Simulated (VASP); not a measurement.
Here is a VASP 6.6.1 calculation.

Contents of INCAR:

```
PREC     = Accurate       # precision mode
ENCUT    = 520            # plane-wave cutoff, eV
EDIFF    = 1E-6           # SCF threshold, eV
ISMEAR   = 0              # smearing method
SIGMA    = 0.05           # smearing width, eV
LREAL    = False          # projectors in reciprocal space
LASPH    = True           # aspherical terms in the spheres
NELM     = 60             # most SCF steps
ALGO     = Normal         # electronic algorithm
ISIF     = 2              # what is computed and relaxed
LWAVE    = False          # write WAVECAR
LCHARG   = False          # write CHGCAR
GGA      = PE             # functional
NBANDS   = 16             # bands
```

File KPOINTS:

```
regular mesh
0
Gamma
  12 12 6
```

The input POSCAR:

```
AlN
1.0
    3.0643371193      0.0000000000      0.0000000000
   -1.5321685597      2.6537937911      0.0000000000
    0.0000000000      0.0000000000      5.1273400000
Al N
2 2
Direct
    0.3333333333      0.6666666667      0.0000000000
    0.6666666667      0.3333333333      0.5000000000
    0.3333333333      0.6666666667      0.3850000000
    0.6666666667      0.3333333333      0.8850000000
```

Potentials or basis: VASP PAW PBE potentials, release 64 (Al, N).

Command:

```sh
$ cat potpaw_PBE.64/Al/POTCAR potpaw_PBE.64/N/POTCAR > POTCAR
$ mpirun -np 1 vasp_std > vasp.out
```

Predict the pressure.

5.1 GPa.

Predict the largest force.

0.599 eV/Å.

Estimate the band gap on the k mesh.

4.25 eV, direct.

Stress tensor (GPa, compression positive):
```
11.48  0.00  0.00
 0.00 11.48  0.00
 0.00  0.00 -7.52
```

Caveat: the cell differs from its parent crystal (strain -0.015 along x and y, +0.030 along z). A k mesh can miss the band edges.
